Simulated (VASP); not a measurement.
# Sn2PbS3 (Cmcm) in VASP: further runs

Runs on Sn2PbS3. Level: PBE. Tasks: single point.

Everything below comes from runs of VASP 6.6.1. Logs are shortened: lines on timing, memory, paths and dates and some standing lists are left out, and cuts for length are marked.

## 1. The cell of the first run

Symmetry: Cmcm, No. 63, orthorhombic system. The conventional cell has a = 12.445 Å, b = 12.104 Å, c = 4.184 Å, α = 90.00°, β = 90.00°, γ = 90.00°. Within 3.4 Å of Sn (site symmetry m) lie 5 S at 2.61 to 2.94 Å. Within 3.5 Å of Pb (site symmetry m2m) lie 5 S at 2.68 to 2.99 Å. Within 3.5 Å of S (site symmetry m2m) lie 1 Pb at 2.68 Å and 4 Sn at 2.94 Å. S (site symmetry m) has 3 Sn at 2.61 to 2.93 Å and 2 Pb at 2.99 Å within 3.4 Å.

## 2. Single point, PBE

INCAR

```
ALGO     = Normal         # electronic algorithm
EDIFF    = 1E-6           # SCF threshold, eV
ENCUT    = 520            # plane-wave cutoff, eV
GGA      = PE             # functional
ISIF     = 2              # what is computed and relaxed
ISMEAR   = 0              # smearing method
LASPH    = T              # aspherical terms in the spheres
LCHARG   = F              # write CHGCAR
LREAL    = F              # projectors in reciprocal space
LWAVE    = F              # write WAVECAR
NBANDS   = 72             # bands
NELM     = 100            # most SCF steps
PREC     = Accurate       # precision mode
SIGMA    = 0.1            # smearing width, eV
```

KPOINTS

```
k-points
0
Gamma
  2 2 4
```

POSCAR

```
Sn2PbS3
1.0
    6.2227247879     -6.0521484270      0.0000000000
    6.2227247879      6.0521484270      0.0000000000
    0.0000000000      0.0000000000      4.1840181805
Sn Pb S
4 2 6
Direct
    0.0338690766      0.2974529345      0.7500000000
    0.7025470655      0.9661309234      0.7500000000
    0.2974529345      0.0338690766      0.2500000000
    0.9661309234      0.7025470655      0.2500000000
    0.3667451339      0.6332548661      0.7500000000
    0.6332548661      0.3667451339      0.2500000000
    0.1456933847      0.8543066153      0.7500000000
    0.8233510773      0.5175718411      0.7500000000
    0.4824281589      0.1766489227      0.7500000000
    0.8543066153      0.1456933847      0.2500000000
    0.5175718411      0.8233510773      0.2500000000
    0.1766489227      0.4824281589      0.2500000000
```

Potentials or basis: VASP PAW PBE potentials, release 64 (Sn_d, Pb_d, S).

Run with:

```bash
$ cat potpaw_PBE.64/Sn_d/POTCAR potpaw_PBE.64/Pb_d/POTCAR potpaw_PBE.64/S/POTCAR > POTCAR
$ mpirun -np 1 vasp_std > vasp.out
```

OUTCAR:

```text
EDIFF = 1E-6
   ENCUT = 520
   GGA = PE
   ISIF = 2
   ISMEAR = 0
   LASPH = T
   LREAL = F
   NELM = 100
   PREC = Accurate

 ion  position               nearest neighbor table
   1  0.034  0.297  0.750-   8 2.61  12 2.93  12 2.93  10 2.94  10 2.94
   2  0.703  0.966  0.750-   9 2.61  11 2.93  11 2.93  10 2.94  10 2.94
   3  0.297  0.034  0.250-  11 2.61   9 2.93   9 2.93   7 2.94   7 2.94
   4  0.966  0.703  0.250-  12 2.61   8 2.93   8 2.93   7 2.94   7 2.94
   5  0.367  0.633  0.750-   7 2.68  11 2.99  12 2.99  11 2.99  12 2.99   6 3.84   6 3.84
   6  0.633  0.367  0.250-  10 2.68   9 2.99   8 2.99   8 2.99   9 2.99   5 3.84   5 3.84
   7  0.146  0.854  0.750-   5 2.68   4 2.94   3 2.94   3 2.94   4 2.94
   8  0.823  0.518  0.750-   1 2.61   4 2.93   4 2.93   6 2.99   6 2.99
   9  0.482  0.177  0.750-   2 2.61   3 2.93   3 2.93   6 2.99   6 2.99
  10  0.854  0.146  0.250-   6 2.68   2 2.94   1 2.94   1 2.94   2 2.94
  11  0.518  0.823  0.250-   3 2.61   2 2.93   2 2.93   5 2.99   5 2.99
  12  0.177  0.482  0.250-   4 2.61   1 2.93   1 2.93   5 2.99   5 2.99

  LATTYP: Found a base centered orthorhombic cell.
 ALAT       =    12.1042968540
 B/A-ratio  =     1.0281844312
 C/A-ratio  =     0.3456638771

  Lattice vectors:

 A1 = (  -6.2227247879,  -6.0521484270,   0.0000000000)
 A2 = (   6.2227247879,  -6.0521484270,   0.0000000000)
 A3 = (   0.0000000000,   0.0000000000,   4.1840181805)

Analysis of symmetry for initial positions (statically):
=====================================================================
 Subroutine PRICEL returns:
 Original cell was already a primitive cell.

 Routine SETGRP: Setting up the symmetry group for a
 base centered orthorhombic supercell.

 Subroutine GETGRP returns: Found  8 space group operations
 (whereof  4 operations were pure point group operations)
 out of a pool of  8 trial point group operations.

The static configuration has the point symmetry C_2h.
 The point group associated with its full space group is D_2h.

Analysis of symmetry for dynamics (positions and initial velocities):
=====================================================================
 Subroutine PRICEL returns:
 Original cell was already a primitive cell.

 Routine SETGRP: Setting up the symmetry group for a
 base centered orthorhombic supercell.

 Subroutine GETGRP returns: Found  8 space group operations
 (whereof  4 operations were pure point group operations)
 out of a pool of  8 trial point group operations.

The dynamic configuration has the point symmetry C_2h.
 The point group associated with its full space group is D_2h.

 Subroutine INISYM returns: Found  8 space group operations
 (whereof  4 operations are pure point group operations),
 and found     1 'primitive' translations

----------------------------------------------------------------------------------------

                                     Primitive cell

  volume of cell :     315.1474

  direct lattice vectors                    reciprocal lattice vectors
     6.222724788 -6.052148427  0.000000000     0.080350653 -0.082615290  0.000000000
     6.222724788  6.052148427  0.000000000     0.080350653  0.082615290  0.000000000
     0.000000000  0.000000000  4.184018180     0.000000000  0.000000000  0.239004698

  length of vectors
     8.680484109  8.680484109  4.184018180     0.115245450  0.115245450  0.239004698

  position of ions in fractional coordinates (direct lattice)
     0.033869077  0.297452935  0.750000000
     0.702547065  0.966130923  0.750000000
     0.297452935  0.033869077  0.250000000
     0.966130923  0.702547065  0.250000000
     0.366745134  0.633254866  0.750000000
     0.633254866  0.366745134  0.250000000
     0.145693385  0.854306615  0.750000000
     0.823351077  0.517571841  0.750000000
     0.482428159  0.176648923  0.750000000
     0.854306615  0.145693385  0.250000000
     0.517571841  0.823351077  0.250000000
     0.176648923  0.482428159  0.250000000

  ion indices of the primitive-cell ions
   primitive index   ion index
                 1           1
                 2           2
                 3           3
                 4           4
                 5           5
                 6           6
                 7           7
                 8           8
                 9           9
                10          10
                11          11
                12          12

----------------------------------------------------------------------------------------

 KPOINTS: k-points

Automatic generation of k-mesh.
 Grid dimensions read from file:
 generate k-points for:    2    2    4

 Generating k-lattice:

  Cartesian coordinates                     Fractional coordinates (reciprocal lattice)
     0.040175326 -0.041307645  0.000000000     0.500000000  0.000000000  0.000000000
     0.040175326  0.041307645  0.000000000     0.000000000  0.500000000  0.000000000
     0.000000000  0.000000000  0.059751174     0.000000000  0.000000000  0.250000000

  Length of vectors
     0.057622725  0.057622725  0.059751174

  Shift w.r.t. Gamma in fractional coordinates (k-lattice)
     0.000000000  0.000000000  0.000000000

 Subroutine IBZKPT returns following result:
 ===========================================

 Found      9 irreducible k-points:

 Following reciprocal coordinates:
            Coordinates               Weight
  0.000000  0.000000  0.000000      1.000000
  0.500000  0.000000  0.000000      2.000000
  0.500000  0.500000  0.000000      1.000000
  0.000000  0.000000  0.250000      2.000000
  0.500000  0.000000  0.250000      4.000000
  0.500000  0.500000  0.250000      2.000000
  0.000000  0.000000  0.500000      1.000000
  0.500000  0.000000  0.500000      2.000000
  0.500000  0.500000  0.500000      1.000000
   k-points           NKPTS =      9   k-points in BZ     NKDIM =      9   number of bands    NBANDS=     72
   number of dos      NEDOS =    301   number of ions     NIONS =     12
   total plane-waves  NPLWV = 156800
   dimension x,y,z NGX =    70 NGY =   70 NGZ =   32
   dimension x,y,z NGXF=   140 NGYF=  140 NGZF=   64
   ions per type =               4   2   6
   NGX,Y,Z   is equivalent  to a cutoff of  13.41, 13.41, 12.71 a.u.
   NGXF,Y,Z  is equivalent  to a cutoff of  26.81, 26.81, 25.43 a.u.
 SYSTEM =  unknown system
   PREC   = accura    normal or accurate (medium, high low for compatibility)
   ISTART =      0    job   : 0-new  1-cont  2-samecut
   ICHARG =      2    charge: 1-file 2-atom 10-const
   ISPIN  =      1    spin polarized calculation?
   LNONCOLLINEAR =      F non collinear calculations
   LSORBIT =      F    spin-orbit coupling
   LASPH  =      T    aspherical Exc in radial PAW
   ENCUT  =  520.0 eV  38.22 Ry    6.18 a.u.  16.14 16.14  7.78*2*pi/ulx,y,z
   NELM   =    100;   NELMIN=  2; NELMDL= -5     # of ELM steps
   EDIFF  = 0.1E-05   stopping-criterion for ELM
   LREAL  =      F    real-space projection
   EDIFFG = 0.1E-04   stopping-criterion for IOM
   NSW    =      0    number of steps for IOM
   IBRION =     -1    ionic relax: 0-MD 1-quasi-New 2-CG
   NFREE  =      0    steps in history (QN), initial steepest desc. (CG)
   ISIF   =      2    stress and relaxation
   ISYM   =      2    0-nonsym 1-usesym 2-fastsym
   POTIM  = 0.5000    time-step for ionic-motion
   TEBEG  =    0.0;   TEEND  =   0.0 temperature during run
   PSTRESS=    0.0 pullay stress
   NELECT =     120.0000    total number of electrons
   NUPDOWN=      -1.0000    fix difference up-down
   EMIN   =  10.00;   EMAX   =-10.00  energy-range for DOS
   EFERMI =   0.00;   METHOD = LEGACY
   ISMEAR =     0;   SIGMA  =   0.10  broadening in eV -4-tet -1-fermi 0-gaus
   EFERMI_NEDOS =   21; number of points for ismear=-14 and -15
   IALGO  =     38    algorithm
   IMIX   =      4    mixing-type and parameters
     AMIX     =   0.40;   BMIX     =  1.00
     AMIX_MAG =   1.60;   BMIX_MAG =  1.00
  volume/ion in A,a.u.               =      26.26       177.23
  Fermi-wavevector in a.u.,A,eV,Ry     =   1.186581  2.242313 19.156651  1.407974
  Thomas-Fermi vector in A             =   2.322751
   LORBIT       =      0    0 simple, 1 ext, 2 COOP (PROOUT), +10 PAW based schemes
   GGA     = PE    functional components
   LHFCALC =     F    Hartree Fock is set to
   AEXX    =    0.0000 exact exchange contribution
   IVDW    =     0    specifies the selected vdW correction
   LEPSILON=     F    determine dielectric tensor
   LRPA    =     F    only Hartree local field effects (RPA)
 non-spin polarized calculation
 Gauss-broadening in eV      SIGMA  =   0.10
  energy-cutoff  :      520.00
  volume of cell :      315.15
 maximum number of plane-waves:      8512
 NGX is ok and might be reduce to    70
   NGX = 33   NGY = 33   NGZ = 15

 number of electron     119.9999992 magnetization

 Free energy of the ion-electron system (eV)
  ---------------------------------------------------
  ext. energy  EPLUGINS =         0.00000000
  ---------------------------------------------------
  free energy    TOTEN  =       -52.65818734 eV

  energy without entropy =      -52.65818734  energy(sigma->0) =      -52.65818734

 E-fermi :   5.5667     XC(G=0):  -9.5048

 val. band max:        5.1673832806   @ k =   0.0000   0.0000   0.0000
 cond. band min:       5.9635545932   @ k =   0.5000   0.5000   0.0000
 fundamental gap:      0.7961713126
 Fermi energy:         5.5666634835

 k-point     1 :       0.0000    0.0000    0.0000
  band No.  band energies     occupation
      1     -15.8681      2.00000
      2     -15.8666      2.00000
      3     -15.8616      2.00000
      4     -15.8609      2.00000
      5     -15.8595      2.00000
      6     -15.8551      2.00000
[... 64 lines left out ...]
     71       9.3443      0.00000
     72       9.6354      0.00000
[... 598 lines left out ...]
     71       9.6405      0.00000
     72       9.7310      0.00000

------------------------ aborting loop because EDIFF is reached ----------------------------------------

  FORCE on cell =-STRESS in cart. coord.  units (eV):
  Direction    XX          YY          ZZ          XY          YZ          ZX
  --------------------------------------------------------------------------------------
  -------------------------------------------------------------------------------------
  Total       -0.2239501     -0.0473593     -0.2702271      0.0000000     -0.0000000      0.0000000
  in kB       -1.1385395     -0.2407699     -1.3738072      0.0000000     -0.0000000      0.0000000
  external PRESSURE =      -0.9177055 kB  Pullay stress =       0.0000000 kB

 VOLUME and BASIS-vectors are now :
 -----------------------------------------------------------------------------
  energy-cutoff  :      520.00
  volume of cell :      315.15
      direct lattice vectors                 reciprocal lattice vectors
     6.222724788 -6.052148427  0.000000000     0.080350653 -0.082615290  0.000000000
     6.222724788  6.052148427  0.000000000     0.080350653  0.082615290  0.000000000
     0.000000000  0.000000000  4.184018180     0.000000000  0.000000000  0.239004698

 POSITION                                       TOTAL-FORCE (eV/Angst)
 -----------------------------------------------------------------------------------
      2.06173      1.59525      3.13801        -0.014015     -0.000743      0.000000
     10.38372      1.59525      3.13801         0.014015     -0.000743      0.000000
      2.06173     -1.59525      1.04600        -0.014015      0.000743     -0.000000
     10.38372     -1.59525      1.04600         0.014015      0.000743     -0.000000
      6.22272      1.61296      3.13801         0.000000     -0.007561      0.000000
      6.22272     -1.61296      1.04600         0.000000      0.007561      0.000000
      6.22272      4.28863      3.13801         0.000000      0.012461      0.000000
      8.34419     -1.85062      3.13801        -0.000768     -0.009194      0.000000
      4.10126     -1.85062      3.13801         0.000768     -0.009194      0.000000
      6.22272     -4.28863      1.04600         0.000000     -0.012461     -0.000000
      8.34419      1.85062      1.04600        -0.000768      0.009194     -0.000000
      4.10126      1.85062      1.04600         0.000768      0.009194     -0.000000
 -----------------------------------------------------------------------------------
    total drift:                                0.000000      0.000000     -0.000000

  FREE ENERGIE OF THE ION-ELECTRON SYSTEM (eV)
  ---------------------------------------------------
  free  energy   TOTEN  =       -52.6581873413 eV

  energy  without entropy=      -52.6581873402  energy(sigma->0) =      -52.65818734
```

Run time: 3.4 min. Hardware: 1 thread of AMD EPYC 7R13 (Zen 3), shared host; peak memory 0.47 GiB.

Results:

```yaml
Free_energy: -52.6582 eV
Pressure: -0.1 GPa
Largest_force: 0.014 eV/Å
Band_gap_on_the_k_mesh: 0.80 eV (least direct gap 0.96 eV)
```

Forces on the atoms (eV/Å):
```
Sn  -0.014 -0.001  0.000
Sn   0.014 -0.001  0.000
Sn  -0.014  0.001  0.000
Sn   0.014  0.001  0.000
Pb   0.000 -0.008  0.000
Pb   0.000  0.008  0.000
S    0.000  0.012  0.000
S   -0.001 -0.009  0.000
S    0.001 -0.009  0.000
S    0.000 -0.012  0.000
S   -0.001  0.009  0.000
S    0.001  0.009  0.000
```

Caveat: spin-orbit coupling is left out, which moves the levels of the heavy elements. A k mesh can miss the band edges.

(Part 1 of 2 ends here.)
